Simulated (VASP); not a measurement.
Here is a VASP 6.6.1 calculation.

File INCAR:

```
SYSTEM = GeIrRu3
PREC = Accurate
ENCUT = 520
EDIFF = 1E-6
ISMEAR = 0
SIGMA = 0.1
LREAL = .False.
LASPH = .True.
NELM = 60
ALGO = Normal
ISIF = 2
LWAVE = .False.
LCHARG = .False.
GGA = PE
NBANDS = 40
```

The input KPOINTS:

```
regular mesh
0
Gamma
  6 6 4
  0 0 0
```

File POSCAR:

```
GeIrRu3
1.0
    4.5084553700      0.0000000000      0.0000000000
   -2.2542276800      3.9044368800      0.0000000000
    0.0000000000      0.0000000000      4.3130570000
Ge Ru Ir
1 3 1
Direct
    0.0000000000      0.0000000000      0.5000000000
    0.5000000000      0.0000000000      0.0000000000
    0.0000000000      0.5000000000      0.0000000000
    0.5000000000      0.5000000000      0.0000000000
    0.0000000000      0.0000000000      0.0000000000
```

Potentials or basis: VASP PAW PBE potentials, release 64 (Ge_d, Ru_pv, Ir).

Run with:

```sh
$ cat potpaw_PBE.64/Ge_d/POTCAR potpaw_PBE.64/Ru_pv/POTCAR potpaw_PBE.64/Ir/POTCAR > POTCAR
$ mpirun -np 1 vasp_std > vasp.out
```

Q: What does it give for the pressure?

A: 126.8 GPa.

Stress tensor (GPa, compression positive):
```
164.41   0.00   0.00
  0.00 164.41   0.00
  0.00   0.00  51.63
```

Caveat: the k points lie up to 0.36 Å⁻¹ apart.
